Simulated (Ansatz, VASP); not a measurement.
# Os in VASP and in Ansatz

Contents of INCAR:

```
ALGO     = Normal         # electronic algorithm
EDIFF    = 1E-6           # SCF threshold, eV
ENCUT    = 600            # plane-wave cutoff, eV
GGA      = PE             # functional
GGA_COMPAT= F            
ISIF     = 2              # what is computed and relaxed
ISMEAR   = 0              # smearing method
IVDW     = 12             # dispersion correction
LASPH    = T              # aspherical terms in the spheres
LCHARG   = F              # write CHGCAR
LREAL    = F              # projectors in reciprocal space
LWAVE    = F              # write WAVECAR
NBANDS   = 10             # bands
NELM     = 120            # most SCF steps
PREC     = Accurate       # precision mode
SIGMA    = 0.1            # smearing width, eV
```

Contents of KPOINTS:

```
k-points
0
Gamma
  8 8 8
```

POSCAR

```
Os
1.0
   -1.5182944859      1.5182944859      1.5182944859
    1.5182944859     -1.5182944859      1.5182944859
    1.5182944859      1.5182944859     -1.5182944859
Os
1
Direct
    0.0000000000      0.0000000000      0.0000000000
```

Input for Ansatz:

```yaml
crystal:
  lattice:
    - [-1.5182944859, 1.5182944859, 1.5182944859]
    - [1.5182944859, -1.5182944859, 1.5182944859]
    - [1.5182944859, 1.5182944859, -1.5182944859]
  atoms:
    - { symbol: Os, position: [0.0, 0.0, 0.0] }
basis:
  ecutwfc: 420
kpoints:
  mp_grid: { grid: [8, 8, 8] }
hamiltonian:
  xc: pbe
  dispersion: d3bj
  pseudopotentials: { kind: paw, azcp: { folder: soft_1 } }
scf:
  occupations: { method: gaussian, width: 0.1 }
output:
  forces: true
  stress: true
  eigenvalues: true
```

Alike in both runs: task single point; functional PBE; dispersion D3(BJ); k mesh 8 × 8 × 8; occupations gaussian, width 0.1 eV; no spin polarisation.

```csv
,VASP,Ansatz
version,VASP 6.6.1,Ansatz 0.2.0
potentials or method,"VASP PAW PBE potentials, release 64 (Os), cutoff 600 eV","scalar-relativistic, plane waves, PAW"
valence electrons in the cell,8,16
```

VASP gave:

```
gap on the k mesh at the Fermi level (eV) : none
pressure (GPa)                            : 14.2
```

Which values does Ansatz return?

gap on the k mesh at the Fermi level (eV): none; pressure (GPa): 13.5.

A gap of «none» marks a metal or a gap that the smearing closes. VASP's potentials hold 8 valence electrons a cell and Ansatz's 16, so a difference there can come from the potentials and not from the codes.

The k mesh is coarse, so the values compare programs but aren't converged. Neither program's run includes spin-orbit coupling.
